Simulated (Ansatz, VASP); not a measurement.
**TiAl: VASP beside Ansatz**

INCAR

```
PREC = Accurate ; ENCUT = 600
EDIFF = 1E-7 ; ISMEAR = 0
SIGMA = 0.1 ; LREAL = False
LASPH = True ; NELM = 60
ALGO = Fast ; ISIF = 3
LWAVE = False ; LCHARG = False
GGA = PE ; IBRION = 2
NSW = 100 ; EDIFFG = -0.05
```

The input KPOINTS:

```
Automatic mesh
0
Gamma
  6 6 6
```

Contents of POSCAR:

```
TiAl
1.0
    3.0180000000      0.0000000000      0.0000000000
    0.0000000000      3.0180000000      0.0000000000
    0.0000000000      0.0000000000      3.0180000000
Ti Al
1 1
Direct
    0.5000000000      0.5000000000      0.5000000000
    0.0000000000      0.0000000000      0.0000000000
```

Input for Ansatz:

```yaml
crystal:
  lattice:
    - [3.018, 0.0, 0.0]
    - [0.0, 3.018, 0.0]
    - [0.0, 0.0, 3.018]
  atoms:
    - { symbol: Ti, position: [0.5, 0.5, 0.5] }
    - { symbol: Al, position: [0.0, 0.0, 0.0] }
basis:
  ecutwfc: 420
kpoints:
  mp_grid: { grid: [6, 6, 6] }
hamiltonian:
  xc: pbe
scf:
  occupations: { method: gaussian, width: 0.1 }
output:
  forces: true
  stress: true
  eigenvalues: true
relax:
  adjacent_minimum: "off"
  f_tol: 0.05
  max_steps: 80
  cell: { stress_tol: 0.5 }
```

Alike in both runs: task relaxation of cell and atoms; functional PBE; k mesh 6 × 6 × 6; occupations gaussian, width 0.1 eV; no spin polarisation.

```csv
,VASP,Ansatz
version,VASP 6.6.1,Ansatz 0.2.0
potentials or method,"VASP PAW PBE potentials, release 64 (Ti_sv, Al), cutoff 600 eV","scalar-relativistic, plane waves, PAW"
valence electrons in the cell,15,15
```

|  | VASP | Ansatz | Ansatz less VASP |
| --- | --- | --- | --- |
| gap on the k mesh at the Fermi level, each at its own relaxed structure (eV) | none | none | - |
| relaxed volume (Å³/atom) | 16.14 | 16.14 | +0.003 |
| relaxed cell length with the largest relative difference (Å) | 3.184 | 3.184 | +0.0002 |

A gap of «none» marks a metal or a gap that the smearing closes.

Noted on VASP's run: the volume moved by over 15 % at a fixed basis, so the end points are rough.
